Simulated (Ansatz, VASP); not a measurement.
**One calculation of AlN, two programs**

Contents of INCAR:

```
PREC = Accurate ; ENCUT = 520
EDIFF = 1E-7 ; ISMEAR = 0
SIGMA = 0.05 ; LREAL = F
LASPH = T ; NELM = 100
ALGO = Normal ; ISIF = 2
LWAVE = F ; LCHARG = F
NBANDS = 11
```

Contents of KPOINTS:

```
Automatic mesh
0
Gamma
  10 10 10
```

POSCAR

```
AlN
1.0
    0.0000000000      2.0853809500      2.1362439000
    2.0853809500      0.0000000000      2.1362439000
    2.0853809500      2.0853809500      0.0000000000
Al N
1 1
Direct
    0.5000000000      0.5000000000      0.5000000000
    0.0000000000      0.0000000000      0.0000000000
```

Input for Ansatz:

```yaml
crystal:
  lattice:
    - [0.0, 2.08538095, 2.1362439]
    - [2.08538095, 0.0, 2.1362439]
    - [2.08538095, 2.08538095, 0.0]
  atoms:
    - { symbol: Al, position: [0.5, 0.5, 0.5] }
    - { symbol: "N", position: [0.0, 0.0, 0.0] }
basis:
  ecutwfc: 420
kpoints:
  mp_grid: { grid: [10, 10, 10] }
hamiltonian:
  xc: lda
scf:
  occupations: { method: gaussian, width: 0.05 }
output:
  forces: true
  stress: true
  eigenvalues: true
```

Change from the starting cell: strain +0.025 along x and y, +0.050 along z, atoms carried along.

Alike in both runs: task single point; functional LDA; k mesh 10 × 10 × 10; occupations gaussian, width 0.05 eV; no spin polarisation.

|  | VASP | Ansatz |
| --- | --- | --- |
| version | VASP 6.6.1 | Ansatz 0.2.0 |
| potentials or method | VASP PAW LDA potentials, release 64 (Al, N), cutoff 520 eV | scalar-relativistic, plane waves, PAW |
| valence electrons in the cell | 8 | 8 |

Ansatz gave:

- gap on the k mesh at the Fermi level (eV): 3.23
- least direct gap on the mesh (eV): 4.04
- pressure (GPa): -29.3
- traceless stress, the component that is largest in VASP (GPa): -1.48

Q: Estimate VASP's values.

A: gap on the k mesh at the Fermi level (eV): 3.22; least direct gap on the mesh (eV): 4.06; pressure (GPa): -29.0; traceless stress, the component that is largest in VASP (GPa): -1.57.

LDA's correlation is that of Perdew and Zunger in VASP and of Perdew and Wang (1992) in Ansatz. Both programs put the cell under strong tension, so it lies far from rest at this level.
